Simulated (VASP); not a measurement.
# InO in VASP: further runs

InO is run at these levels: r2SCAN; tasks: single point.

Everything below comes from runs of VASP 6.6.1. Logs are shortened: lines on timing, memory, paths and dates and some standing lists are left out, and cuts for length are marked.

### Step 1. The cell of the first run

The cell holds a slab with vacuum, 4 atoms: a = 3.501 Å, b = 3.501 Å, c = 15.451 Å, α = 90.00°, β = 90.00°, γ = 120.00°.

### Step 2. Single point, r2SCAN

Input file POSCAR:

```
InO
1.0
    3.5009294590      0.0000000000      0.0000000000
   -1.7504647295      3.0318938484      0.0000000000
    0.0000000000      0.0000000000     15.4508366886
In O
2 2
Direct
    0.6666666667      0.3333333333      0.5900210000
    0.6666666667      0.3333333333      0.4099790000
    0.0000000000      0.0000000000      0.6398670000
    0.0000000000      0.0000000000      0.3601330000
```

Input file INCAR.step1:

```
PREC = Accurate
ENCUT = 520
ISMEAR = 0
SIGMA = 0.05
LREAL = False
LASPH = True
NELM = 80
NBANDS = 27
GGA = PE
ALGO = Normal
EDIFF = 1E-4
LWAVE = True
LCHARG = False
```

Input file INCAR.step2:

```
PREC = Accurate
ENCUT = 520
EDIFF = 1E-6
ISMEAR = 0
SIGMA = 0.05
LREAL = False
LASPH = True
NELM = 80
ALGO = Normal
ISIF = 2
LWAVE = False
LCHARG = False
METAGGA = R2SCAN
LMIXTAU = True
NBANDS = 27
ISTART = 1
```

Input file KPOINTS:

```
regular mesh
0
Gamma
  12 12 2
```

Potentials or basis: VASP PAW PBE potentials, release 64 (In_d, O).

Started as:

```sh
$ cat potpaw_PBE.64/In_d/POTCAR potpaw_PBE.64/O/POTCAR > POTCAR
$ cp INCAR.step1 INCAR
$ mpirun -np 1 vasp_std > vasp.out
$ cp INCAR.step2 INCAR
$ mpirun -np 1 vasp_std > vasp.out
```

OUTCAR:

```text
PREC = Accurate
   ENCUT = 520
   EDIFF = 1E-6
   ISMEAR = 0
   LREAL = False
   LASPH = True
   NELM = 80
   ISIF = 2
   METAGGA = R2SCAN
   ISTART = 1

 ion  position               nearest neighbor table
   1  0.667  0.333  0.590-   3 2.16   3 2.16   3 2.16   2 2.78
   2  0.667  0.333  0.410-   4 2.16   4 2.16   4 2.16   1 2.78
   3  0.000  0.000  0.640-   1 2.16   1 2.16   1 2.16
   4  0.000  0.000  0.360-   2 2.16   2 2.16   2 2.16

  LATTYP: Found a hexagonal cell.
 ALAT       =     3.5009294590
 C/A-ratio  =     4.4133527595

  Lattice vectors:

 A1 = (   3.5009294590,   0.0000000000,   0.0000000000)
 A2 = (  -1.7504647295,   3.0318938484,   0.0000000000)
 A3 = (   0.0000000000,   0.0000000000,  15.4508366886)

Analysis of symmetry for initial positions (statically):
=====================================================================
 Subroutine PRICEL returns:
 Original cell was already a primitive cell.

 Routine SETGRP: Setting up the symmetry group for a
 hexagonal supercell.

 Subroutine GETGRP returns: Found 12 space group operations
 (whereof 12 operations were pure point group operations)
 out of a pool of 24 trial point group operations.

The static configuration has the point symmetry D_3h.

Analysis of symmetry for dynamics (positions and initial velocities):
=====================================================================
 Subroutine PRICEL returns:
 Original cell was already a primitive cell.

 Routine SETGRP: Setting up the symmetry group for a
 hexagonal supercell.

 Subroutine GETGRP returns: Found 12 space group operations
 (whereof 12 operations were pure point group operations)
 out of a pool of 24 trial point group operations.

The dynamic configuration has the point symmetry D_3h.

 Subroutine INISYM returns: Found 12 space group operations
 (whereof 12 operations are pure point group operations),
 and found     1 'primitive' translations

----------------------------------------------------------------------------------------

                                     Primitive cell

  volume of cell :     164.0021

  direct lattice vectors                    reciprocal lattice vectors
     3.500929459  0.000000000  0.000000000     0.285638432  0.164913425  0.000000000
    -1.750464729  3.031893848  0.000000000     0.000000000  0.329826851  0.000000000
     0.000000000  0.000000000 15.450836689     0.000000000  0.000000000  0.064721414

  length of vectors
     3.500929459  3.500929459 15.450836689     0.329826851  0.329826851  0.064721414

  position of ions in fractional coordinates (direct lattice)
     0.666666667  0.333333333  0.590021000
     0.666666667  0.333333333  0.409979000
     0.000000000  0.000000000  0.639867000
     0.000000000  0.000000000  0.360133000

  ion indices of the primitive-cell ions
   primitive index   ion index
                 1           1
                 2           2
                 3           3
                 4           4

----------------------------------------------------------------------------------------

 KPOINTS: regular mesh

Automatic generation of k-mesh.
 Grid dimensions read from file:
 generate k-points for:   12   12    2

 Generating k-lattice:

  Cartesian coordinates                     Fractional coordinates (reciprocal lattice)
     0.023803203  0.013742785  0.000000000     0.083333333  0.000000000  0.000000000
     0.000000000  0.027485571  0.000000000     0.000000000  0.083333333  0.000000000
     0.000000000  0.000000000  0.032360707     0.000000000  0.000000000  0.500000000

  Length of vectors
     0.027485571  0.027485571  0.032360707

  Shift w.r.t. Gamma in fractional coordinates (k-lattice)
     0.000000000  0.000000000  0.000000000

 Subroutine IBZKPT returns following result:
 ===========================================

 Found     38 irreducible k-points:

 Following reciprocal coordinates:
            Coordinates               Weight
  0.000000  0.000000  0.000000      1.000000
  0.083333  0.000000  0.000000      6.000000
  0.166667 -0.000000  0.000000      6.000000
  0.250000  0.000000  0.000000      6.000000
  0.333333  0.000000  0.000000      6.000000
  0.416667  0.000000  0.000000      6.000000
[... 16 lines left out ...]
  0.250000  0.000000  0.500000      6.000000
  0.333333  0.000000  0.500000      6.000000
 [... further k-points ...]
   k-points           NKPTS =     38   k-points in BZ     NKDIM =     38   number of bands    NBANDS=     27
   number of dos      NEDOS =    301   number of ions     NIONS =      4
   total plane-waves  NPLWV =  94080
   dimension x,y,z NGX =    28 NGY =   28 NGZ =  120
   dimension x,y,z NGXF=    56 NGYF=   56 NGZF=  240
   ions per type =               2   2
   NGX,Y,Z   is equivalent  to a cutoff of  13.30, 13.30, 12.91 a.u.
   NGXF,Y,Z  is equivalent  to a cutoff of  26.59, 26.59, 25.82 a.u.
 SYSTEM =  unknown system
   PREC   = accura    normal or accurate (medium, high low for compatibility)
   ISTART =      1    job   : 0-new  1-cont  2-samecut
   ICHARG =      0    charge: 1-file 2-atom 10-const
   ISPIN  =      1    spin polarized calculation?
   LNONCOLLINEAR =      F non collinear calculations
   LSORBIT =      F    spin-orbit coupling
   LASPH  =      T    aspherical Exc in radial PAW
   ENCUT  =  520.0 eV  38.22 Ry    6.18 a.u.   6.51  6.51 28.73*2*pi/ulx,y,z
   NELM   =     80;   NELMIN=  2; NELMDL=  0     # of ELM steps
   EDIFF  = 0.1E-05   stopping-criterion for ELM
   LREAL  =      F    real-space projection
   EDIFFG = 0.1E-04   stopping-criterion for IOM
   NSW    =      0    number of steps for IOM
   IBRION =     -1    ionic relax: 0-MD 1-quasi-New 2-CG
   NFREE  =      0    steps in history (QN), initial steepest desc. (CG)
   ISIF   =      2    stress and relaxation
   ISYM   =      2    0-nonsym 1-usesym 2-fastsym
   POTIM  = 0.5000    time-step for ionic-motion
   TEBEG  =    0.0;   TEEND  =   0.0 temperature during run
   PSTRESS=    0.0 pullay stress
   NELECT =      38.0000    total number of electrons
   NUPDOWN=      -1.0000    fix difference up-down
   EMIN   =  10.00;   EMAX   =-10.00  energy-range for DOS
   EFERMI =   0.00;   METHOD = LEGACY
   ISMEAR =     0;   SIGMA  =   0.05  broadening in eV -4-tet -1-fermi 0-gaus
   EFERMI_NEDOS =   21; number of points for ismear=-14 and -15
   IALGO  =     38    algorithm
   IMIX   =      4    mixing-type and parameters
     AMIX     =   0.40;   BMIX     =  1.00
     AMIX_MAG =   1.60;   BMIX_MAG =  1.00
  volume/ion in A,a.u.               =      41.00       276.69
  Fermi-wavevector in a.u.,A,eV,Ry     =   1.005510  1.900138 13.756166  1.011050
  Thomas-Fermi vector in A             =   2.138194
   LORBIT       =      0    0 simple, 1 ext, 2 COOP (PROOUT), +10 PAW based schemes
   METAGGA = R2SCAN    functional components
   LHFCALC =     F    Hartree Fock is set to
   AEXX    =    0.0000 exact exchange contribution
   IVDW    =     0    specifies the selected vdW correction
   LEPSILON=     F    determine dielectric tensor
   LRPA    =     F    only Hartree local field effects (RPA)
 non-spin polarized calculation
 Gauss-broadening in eV      SIGMA  =   0.05
  energy-cutoff  :      520.00
  volume of cell :      164.00
 maximum number of plane-waves:      4485
 NGX is ok and might be reduce to    28
   NGX = 13   NGY = 13   NGZ = 57

 number of electron      38.0000010 magnetization

 Free energy of the ion-electron system (eV)
  ---------------------------------------------------
  ext. energy  EPLUGINS =         0.00000000
  ---------------------------------------------------
  free energy    TOTEN  =       -62.03566671 eV

  energy without entropy =      -62.03566671  energy(sigma->0) =      -62.03566671

 E-fermi :  -1.7144     XC(G=0):  -5.0026

 val. band max:       -1.9716360545   @ k =   0.3333   0.3333   0.5000
 cond. band min:      -1.1712234535   @ k =   0.0000   0.0000   0.5000
 fundamental gap:      0.8004126010
 Fermi energy:        -1.7143697685

 k-point     1 :       0.0000    0.0000    0.0000
  band No.  band energies     occupation
      1     -20.3935      2.00000
      2     -20.3715      2.00000
      3     -15.8723      2.00000
      4     -15.8447      2.00000
      5     -15.8446      2.00000
      6     -15.7815      2.00000
[... 19 lines left out ...]
     26       7.6220      0.00000
     27       7.6221      0.00000

 k-point     2 :       0.0833    0.0000    0.0000
  band No.  band energies     occupation
      1     -20.3843      2.00000
      2     -20.3634      2.00000
      3     -15.9198      2.00000
      4     -15.8305      2.00000
      5     -15.7644      2.00000
      6     -15.7636      2.00000
[... 19 lines left out ...]
     26       7.1922      0.00000
     27       7.5186      0.00000

 k-point     3 :       0.1667   -0.0000    0.0000
  band No.  band energies     occupation
      1     -20.3610      2.00000
      2     -20.3428      2.00000
      3     -15.9459      2.00000
      4     -15.7963      2.00000
      5     -15.7177      2.00000
      6     -15.6996      2.00000
[... 19 lines left out ...]
     26       7.3401      0.00000
     27       7.4404      0.00000

 k-point     4 :       0.2500    0.0000    0.0000
  band No.  band energies     occupation
      1     -20.3326      2.00000
      2     -20.3175      2.00000
      3     -15.9463      2.00000
      4     -15.7641      2.00000
      5     -15.6830      2.00000
      6     -15.6553      2.00000
[... 19 lines left out ...]
     26       7.0101      0.00000
     27       7.8666      0.00000
[... 516 lines left out ...]
      4     -15.7963      2.00000
      5     -15.7177      2.00000
      6     -15.6995      2.00000
[... 19 lines left out ...]
     26       7.2763      0.00000
     27       7.8887      0.00000

 k-point    23 :       0.2500    0.0000    0.5000
  band No.  band energies     occupation
      1     -20.3326      2.00000
      2     -20.3175      2.00000
      3     -15.9463      2.00000
      4     -15.7641      2.00000
      5     -15.6830      2.00000
      6     -15.6553      2.00000
[... 19 lines left out ...]
     26       7.0101      0.00000
     27       7.1470      0.00000

 k-point    24 :       0.3333    0.0000    0.5000
  band No.  band energies     occupation
      1     -20.3083      2.00000
      2     -20.2956      2.00000
      3     -15.9349      2.00000
      4     -15.7498      2.00000
      5     -15.7110      2.00000
      6     -15.5972      2.00000
[... 19 lines left out ...]
     26       7.1333      0.00000
     27       7.5445      0.00000

 [... further k-points ...]
[... 5 lines left out ...]
  --------------------------------------------------------------------------------------
  -------------------------------------------------------------------------------------
  Total       -3.2433914     -3.2433914      0.0617377      0.0000000      0.0000000      0.0000000
  in kB      -31.6855020    -31.6855020      0.6031306      0.0000000      0.0000000      0.0000000
  external PRESSURE =     -20.9226245 kB  Pullay stress =       0.0000000 kB

 VOLUME and BASIS-vectors are now :
 -----------------------------------------------------------------------------
  energy-cutoff  :      520.00
  volume of cell :      164.00
      direct lattice vectors                 reciprocal lattice vectors
     3.500929459  0.000000000  0.000000000     0.285638432  0.164913425  0.000000000
    -1.750464729  3.031893848  0.000000000     0.000000000  0.329826851  0.000000000
     0.000000000  0.000000000 15.450836689     0.000000000  0.000000000  0.064721414

 POSITION                                       TOTAL-FORCE (eV/Angst)
 -----------------------------------------------------------------------------------
      1.75046      1.01063      9.11632         0.000000      0.000000      0.636771
      1.75046      1.01063      6.33452         0.000000      0.000000     -0.636771
      0.00000      0.00000      9.88648        -0.000000     -0.000000     -0.376773
      0.00000      0.00000      5.56436        -0.000000      0.000000      0.376773
 -----------------------------------------------------------------------------------
    total drift:                               -0.000010      0.000006      0.000000

  FREE ENERGIE OF THE ION-ELECTRON SYSTEM (eV)
  ---------------------------------------------------
  free  energy   TOTEN  =       -62.0356667078 eV

  energy  without entropy=      -62.0356667078  energy(sigma->0) =      -62.03566671
```

Wall time 8.8 min (1 thread of Intel Xeon 6975P-C (Granite Rapids), shared host); peak memory 0.42 GiB.

What came out:

| Item | Value |
| --- | --- |
| Free energy | -62.0357 eV |
| Largest force | 0.637 eV/Å |
| Band gap on the k mesh | 0.80 eV, indirect (least direct gap 1.38 eV) |

Forces on the atoms (eV/Å):
```
In   0.000  0.000  0.637
In   0.000  0.000 -0.637
O    0.000  0.000 -0.377
O    0.000  0.000  0.377
```

Levels at points of the mesh, in eV from the valence-band top:
```csv
k point,band 17,band 18,band 19,band 20,band 21,band 22
"(0.00, 0.00, 0.00)",-1.62,-1.62,-0.58,0.80,3.83,6.82
"(0.50, 0.00, 0.00)",-2.42,-1.82,-0.16,2.71,4.74,6.18
"(0.00, 0.00, 0.50)",-1.62,-1.62,-0.58,0.80,3.83,6.62
"(0.50, 0.00, 0.50)",-2.42,-1.82,-0.16,2.71,4.74,6.18
```

Caveat: the PAW data sets were made with another functional, which shifts forces and pressure a little; spin-orbit coupling is left out, which moves the levels of the heavy elements.

[end of part 1 of 2]
